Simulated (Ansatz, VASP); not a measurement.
# Si3C2 in VASP and in Ansatz

```
Si C
1.0
     4.23551    0.00000    0.00000
     0.00000    4.23551    0.00000
     0.00000    0.00000    4.23551
Si C
3 2
Direct
  0.00000 0.50000 0.50000
  0.50000 0.00000 0.50000
  0.50000 0.50000 0.00000
  0.50000 0.50000 0.50000
  0.00000 0.00000 0.00000
```

Alike in both runs: task relaxation of cell and atoms; functional PBE; k mesh 4 × 4 × 4; occupations gaussian, width 0.1 eV; no spin polarisation.

|  | VASP | Ansatz |
| --- | --- | --- |
| version | VASP 6.6.1 | Ansatz 0.2.0 |
| potentials or method | VASP PAW PBE potentials, release 64 (Si, C), cutoff 600 eV | scalar-relativistic, plane waves, PAW |
| valence electrons in the cell | 20 | 20 |

```tsv
	VASP	Ansatz	Ansatz less VASP
gap on the k mesh at the Fermi level, each at its own relaxed structure (eV)	none	none	-
relaxed volume (Å³/atom)	12.90	12.94	+0.033
relaxed cell length with the largest relative difference (Å)	4.011	4.014	+0.0034
```

A gap of «none» marks a metal or a gap that the smearing closes.

The k mesh is coarse, so the values compare programs but aren't converged. Noted on VASP's run: the volume moved by over 15 % at a fixed basis, so the end points are rough.
